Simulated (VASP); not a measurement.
Wanted: the native input for a VASP 6.6.1 run.

```yaml
Task: single point
Functional: PBE
Dispersion: D3(BJ)
Potentials_or_basis: VASP PAW PBE potentials, release 64 (C)
Cutoff: 520 eV
k_mesh: 21 × 21 × 12
Occupations: gaussian, width 0.15 eV
Spin: no spin polarisation
Dipole_correction: no
Further_INCAR_settings: ALGO = Normal; EDIFF = 1e-07; NBANDS = 11
```

The structure of C lies in POSCAR:

```
C
1.0
    2.5262765552      0.0000000000      0.0000000000
   -1.2631382776      2.1878196737      0.0000000000
    0.0000000000      0.0000000000      3.6612690175
C
2
Direct
    0.3192782444      0.6385564889      0.0000000000
    0.6807217556      0.3614435111      0.0000000000
```

This cell differs from its parent crystal: atoms displaced along a vibrational mode, the cell strained.

These files were run (other wordings do the same):

INCAR

```
SYSTEM = C
PREC = Accurate
ENCUT = 520
EDIFF = 1E-7
ISMEAR = 0
SIGMA = 0.15
LREAL = .False.
LASPH = .True.
NELM = 60
ALGO = Normal
ISIF = 2
LWAVE = .False.
LCHARG = .False.
GGA = PE
IVDW = 12
NBANDS = 11
```

KPOINTS

```
Automatic mesh
0
Gamma
  21 21 12
  0 0 0
```

Potentials or basis: VASP PAW PBE potentials, release 64 (C).

Run with:

```console
$ cat potpaw_PBE.64/C/POTCAR > POTCAR
$ mpirun -np 1 vasp_std > vasp.out
```

Results of the run:

```json
{"Pressure": "-12.7 GPa", "Largest force": "4.703 eV/Å", "Band gap on the k mesh": "zero (bands 4 and 5 overlap by 0.31 eV)", "Dispersion energy per atom": "-0.138 eV"}
```

Caveat: the cell differs from its parent crystal (atoms displaced along a vibrational mode, the cell strained); the cell stands under tension; forces of over 1 eV/Å act on the atoms, so gaps and moduli don't describe the material at rest.

Run time: 2.4 min on 1 thread of AMD EPYC 7R43 64-Core Processor (Zen 3) (shared host), peak memory 0.22 GiB.
